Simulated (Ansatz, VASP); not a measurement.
# CuH2 in VASP and in Ansatz

```xyz
3
Lattice="3.0103 0.0000 0.0000 -1.5051 2.6070 0.0000 0.0000 0.0000 2.4202" Properties=species:S:1:pos:R:3 pbc="T T T"
Cu    0.0000    0.0000    0.0000
H     0.0000    1.7380    1.2101
H     1.5051    0.8690    1.2101
```

Alike in both runs: functional PBE; k mesh 18 × 18 × 18; occupations gaussian, width 0.1 eV; no spin polarisation.

Ansatz relaxed the structure, and its values are those at the end. VASP's run is a single point on that final structure, the one shown.

```csv
,VASP,Ansatz
version,VASP 6.6.1,Ansatz 0.2.0
potentials or method,"VASP PAW PBE potentials, release 64 (Cu, H), cutoff 520 eV","scalar-relativistic, plane waves, PAW"
valence electrons in the cell,13,21
```

```tsv
	VASP	Ansatz	Ansatz less VASP
gap on the k mesh at the Fermi level (eV)	none	none	-
pressure (GPa)	0.0	0.0	-0.03
```

A gap of «none» marks a metal or a gap that the smearing closes. The functional is the same, so the differences come from potentials, cutoffs and numerics. VASP's potentials hold 13 valence electrons a cell and Ansatz's 21, so a difference there can come from the potentials and not from the codes.
